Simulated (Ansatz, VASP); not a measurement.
# Two plane-wave programs on Ti2GaS3

```
Ti Ga S
1.0
     3.32538    0.00000    0.00000
    -1.66269    2.87987    0.00000
     0.00000    0.00000   10.82317
Ti Ga S
2 1 3
Direct
  0.00000 0.00000 0.34857
  0.00000 0.00000 0.65143
  0.00000 0.00000 0.00000
  0.33333 0.66667 0.21128
  0.33333 0.66667 0.50000
  0.33333 0.66667 0.78872
```

Alike in both runs: task single point; functional r2SCAN; k mesh 12 × 12 × 4; occupations gaussian, width 0.1 eV; no spin polarisation.

|  | VASP | Ansatz |
| --- | --- | --- |
| version | VASP 6.6.1 | Ansatz 0.2.0 |
| potentials or method | VASP PAW PBE potentials, release 64 (Ti_sv, Ga_d, S), cutoff 520 eV | scalar-relativistic, plane waves, PAW |
| valence electrons in the cell | 55 | 55 |

|  | VASP | Ansatz | Ansatz less VASP |
| --- | --- | --- | --- |
| gap on the k mesh at the Fermi level (eV) | none | none | - |
| pressure (GPa) | -0.4 | -0.6 | -0.19 |
| traceless stress, the component that is largest in VASP (GPa) | -0.27 | -0.35 | -0.083 |
| rms of the force components (eV/Å) | 0.046 | 0.049 | +0.0026 |

VASP's potentials were made for PBE, not for r2SCAN. Atom by atom the forces differ by 0.008 eV/Å (rms over components). A gap of «none» marks a metal or a gap that the smearing closes. The functional is the same, so the differences come from potentials, cutoffs and numerics.
